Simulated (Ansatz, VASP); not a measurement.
## Two plane-wave programs on CoSn

```
CELL_PARAMETERS angstrom
5.29585 0.00000 0.00000
-2.64792 4.58634 0.00000
0.00000 0.00000 4.23043
ATOMIC_POSITIONS crystal
Co 0.00000 0.50000 0.00000
Co 0.50000 0.50000 0.00000
Co 0.50000 0.00000 0.00000
Sn 0.66667 0.33333 0.50000
Sn 0.33333 0.66667 0.50000
Sn 0.00000 0.00000 0.00000
```

Alike in both runs: task relaxation of cell and atoms; functional PBE; k mesh 9 × 9 × 8; occupations fermi-dirac, width 0.15 eV; no spin polarisation.

|  | VASP | Ansatz |
| --- | --- | --- |
| version | VASP 6.6.1 | Ansatz 0.2.0 |
| potentials or method | VASP PAW PBE potentials, release 64 (Co, Sn_d), cutoff 600 eV | scalar-relativistic, plane waves, PAW |
| valence electrons in the cell | 69 | 93 |

```csv
,VASP,Ansatz,Ansatz less VASP
"gap on the k mesh at the Fermi level, each at its own relaxed structure (eV)",none,none,-
relaxed volume (Å³/atom),17.17,17.18,+0.009
relaxed cell length with the largest relative difference (Å),4.254,4.257,+0.0028
```

A gap of «none» marks a metal or a gap that the smearing closes. VASP's potentials hold 69 valence electrons a cell and Ansatz's 93, so a difference there can come from the potentials and not from the codes.
